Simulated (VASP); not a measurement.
# Tl3Sb2Mo (R-3m) in VASP: notebook, part 2 of 2

VASP 6.6.1.

### Step 4. Relaxation of cell and atoms, PBE

This run uses another cell than the first one, of 30.31 Å³/atom.

File INCAR:

```
PREC = Accurate
ENCUT = 600
EDIFF = 1E-6
ISMEAR = 0
SIGMA = 0.1
LREAL = False
LASPH = True
NELM = 100
ALGO = Normal
ISIF = 3
LWAVE = False
LCHARG = False
GGA = PE
IBRION = 2
NSW = 90
EDIFFG = -0.04
```

File KPOINTS:

```
Automatic mesh
0
Gamma
  3 3 3
```

File POSCAR:

```
Tl3Sb2Mo
1.0
    3.1705096000      1.8304945700      5.2230047500
   -3.1705096000      1.8304945700      5.2230047500
    0.0000000000     -3.6609891500      5.2230047500
Tl Sb Mo
3 2 1
Direct
    0.0000000000      0.5000000000      0.0000000000
    0.0000000000      0.0000000000      0.5000000000
    0.5000000000      0.0000000000      0.0000000000
    0.3777274200      0.3777274200      0.3777274200
    0.6222725800      0.6222725800      0.6222725800
    0.0000000000      0.0000000000      0.0000000000
```

The run is started by

```bash
$ cat potpaw_PBE.64/Tl_d/POTCAR potpaw_PBE.64/Sb/POTCAR potpaw_PBE.64/Mo_sv/POTCAR > POTCAR
$ mpirun -np 1 vasp_std > vasp.out
```

Wall time 18 min (1 thread of Intel Xeon 8259CL, shared host); peak memory 0.45 GiB.

The run converged. Its results:

```yaml
Free_energy: -22.3770 eV
Relaxed_volume: 26.14 Å³/atom
Relaxed_cell: a = 5.831 Å, b = 5.831 Å, c = 5.831 Å, α = 65.47°, β = 65.47°, γ = 65.47°
Space_group_after_relaxing_to_0.1_Å: R-3m (No. 166)
Energy_gained_by_relaxing: 151.6 meV/atom
Ionic_steps: 11
Pressure_after_relaxing: 0.2 GPa
Largest_force_after_relaxing: 0.009 eV/Å
Band_gap_on_the_k_mesh: zero (an odd number of electrons rules out a gap without spin polarisation)
```

Forces on the atoms (eV/Å):
```
Tl   0.000  0.000  0.000
Tl   0.000  0.000  0.000
Tl   0.000  0.000  0.000
Sb   0.000  0.000  0.009
Sb   0.000  0.000 -0.009
Mo   0.000  0.000  0.000
```

Stress tensor (GPa, compression positive):
```
0.11 0.00 0.00
0.00 0.11 0.00
0.00 0.00 0.24
```

The path:
```
step  energy change (eV)  largest force (eV/Å)  pressure (GPa)  volume (Å³)
   1              0.0000                0.2887           -6.68       181.87
   2             -0.8062                0.2480            1.88       150.47
   3             -0.8183                0.2642            0.57       153.28
   4             -0.8614                0.1109            0.47       154.12
   5             -0.8873                0.1830            0.48       155.49
   6             -0.8914                0.1703           -0.46       157.99
   7             -0.8917                0.1733           -0.27       157.44
   8             -0.8977                0.1537           -0.25       157.51
   9             -0.9079                0.0590           -0.13       157.71
  10             -0.9081                0.0438           -0.11       157.74
  11             -0.9096                0.0092            0.16       156.87
```

Final structure:
```
CELL_PARAMETERS angstrom
3.15317 1.82048 4.55456
-3.15317 1.82048 4.55456
0.00000 -3.64097 4.55456
ATOMIC_POSITIONS crystal
Tl 0.00000 0.50000 0.00000
Tl 0.00000 0.00000 0.50000
Tl 0.50000 0.00000 0.00000
Sb 0.38064 0.38064 0.38064
Sb 0.61936 0.61936 0.61936
Mo 0.00000 0.00000 0.00000
```

Levels at points of the mesh, in eV from the Fermi level:
```tsv
k point	band 28	band 29	band 30	band 31	band 32	band 33	band 34	band 35
(0.00, 0.00, 0.00)	-2.48	-2.09	-2.09	-1.45	0.05	0.51	0.51	0.71
```

Caveat: the k points lie up to 0.41 Å⁻¹ apart in the final cell, too coarse for converged energies and pressures of a metal; spin-orbit coupling is left out, which moves the levels of the heavy elements.

### Step 5. Single point, PBE, collinear spin

File INCAR:

```
SYSTEM = Tl3Sb2Mo
PREC = Accurate ; ENCUT = 520
EDIFF = 1E-6 ; ISMEAR = 0
SIGMA = 0.1 ; LREAL = .False.
LASPH = .True. ; NELM = 150
ALGO = Fast ; ISIF = 2
LWAVE = .False. ; LCHARG = .False.
ISPIN = 2 ; MAGMOM = 0 0 0 0 0 1
LORBIT = 11 ; LMAXMIX = 4
GGA = PE ; NBANDS = 44
```

File KPOINTS:

```
Automatic mesh
0
Gamma
  3 3 3
  0 0 0
```

File POSCAR:

```
Tl3Sb2Mo
1.0
    3.0799215336      1.7781935265      4.7194903550
   -3.0799215336      1.7781935265      4.7194903550
    0.0000000000     -3.5563870530      4.7194903550
Tl Sb Mo
3 2 1
Direct
    0.0000000000      0.5000000000      0.0000000000
    0.0000000000      0.0000000000      0.5000000000
    0.5000000000      0.0000000000      0.0000000000
    0.3710629349      0.3710629349      0.3710629349
    0.6289370651      0.6289370651      0.6289370651
    0.0000000000      0.0000000000      0.0000000000
```

The run is started by

```bash
$ cat potpaw_PBE.64/Tl_d/POTCAR potpaw_PBE.64/Sb/POTCAR potpaw_PBE.64/Mo_sv/POTCAR > POTCAR
$ mpirun -np 1 vasp_std > vasp.out
```

Wall time 3.9 min (1 thread of Intel Xeon 8259CL, shared host); peak memory 0.43 GiB.

Results (log left out):

```yaml
Free_energy: -22.3635 eV
Pressure: 0.3 GPa
Largest_force: 0.066 eV/Å
Net_moment: 1.14 μB per cell
Site_moments: Tl +0.00; Sb -0.01; Mo +1.02 μB
Valence_electrons_inside_the_program's_atomic_spheres: Tl 11.31; Sb 2.31; Mo 12.16
```

Forces in eV/Å, atoms in the order of the input:
```
Tl   0.000  0.000  0.000
Tl   0.000  0.000  0.000
Tl   0.000  0.000  0.000
Sb   0.000  0.000  0.066
Sb   0.000  0.000 -0.066
Mo   0.000  0.000  0.000
```

Stress tensor (GPa, compression positive):
```
 0.88  0.00  0.00
 0.00  0.88  0.00
 0.00  0.00 -0.98
```

Levels at points of the mesh, in eV from the Fermi level:
Spin up:
| k point | band 28 | band 29 | band 30 | band 31 | band 32 | band 33 | band 34 | band 35 | band 36 | band 37 |
| --- | --- | --- | --- | --- | --- | --- | --- | --- | --- | --- |
| (0.00, 0.00, 0.00) | -2.44 | -2.44 | -2.00 | -1.93 | -0.19 | 0.32 | 0.32 | 0.49 | 0.49 | 1.10 |
Spin down:
```
           k point  band 27  band 28  band 29  band 30  band 31  band 32  band 33  band 34  band 35  band 36
(0.00, 0.00, 0.00)    -2.64    -2.24    -2.24    -1.96    -1.89     0.37     0.37     0.57     1.23     1.23
```

Caveat: the k points lie up to 0.42 Å⁻¹ apart; spin-orbit coupling is left out, which moves the levels of the heavy elements.

### Step 6. The runs side by side

```tsv
task	spin	cell	cutoff (eV)	gap on the mesh (eV)	pressure (GPa)	largest force (eV/Å)
single point	off	a = 5.909 Å, angles 62.8°, 6 atoms, atomic positions A	520	none	0.1	0.03
single point	off	a = 6.378 Å, angles 59.6°, 6 atoms, atomic positions B	520	none	-6.7	0.29
relaxation of cell and atoms	off	relaxed from a = 6.378 Å, angles 59.6°, 6 atoms, atomic positions B	600	none	0.2	0.01
single point	collinear	a = 5.909 Å, angles 62.8°, 6 atoms, atomic positions A	520	none	0.3	0.07
```

Alike in all rows: level PBE; potentials or basis VASP PAW PBE potentials, release 64 (Tl_d, Sb, Mo_sv); k mesh 3 × 3 × 3; smearing gaussian 0.1 eV.

Caveats: all runs use coarse meshes; spin-orbit coupling is left out, which moves the levels of the heavy elements.

Total energies depend on the potentials used, so only differences within one code and one set of settings carry meaning.
